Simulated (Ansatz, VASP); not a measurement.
**Mo in VASP and in Ansatz**

```
CELL_PARAMETERS angstrom
-1.57365 1.57365 1.57365
1.57365 -1.57365 1.57365
1.57365 1.57365 -1.57365
ATOMIC_POSITIONS crystal
Mo 0.00000 0.00000 0.00000
```

Alike in both runs: task relaxation of cell and atoms; functional PBEsol; k mesh 14 × 14 × 14; occupations fermi-dirac, width 0.1 eV; no spin polarisation.

|  | VASP | Ansatz |
| --- | --- | --- |
| version | VASP 6.6.1 | Ansatz 0.2.0 |
| potentials or method | VASP PAW PBE potentials, release 64 (Mo_sv), cutoff 600 eV | plane waves (420 eV) with PAW, scalar-relativistic |
| valence electrons in the cell | 14 | 14 |

|  | VASP | Ansatz | Ansatz less VASP |
| --- | --- | --- | --- |
| relaxed volume (Å³/atom) | 15.38 | 15.36 | -0.028 |
| relaxed cell length with the largest relative difference (Å) | 2.714 | 2.712 | -0.0017 |

VASP's potentials were made for PBE, not for PBEsol, and Ansatz warns of the same on its side.
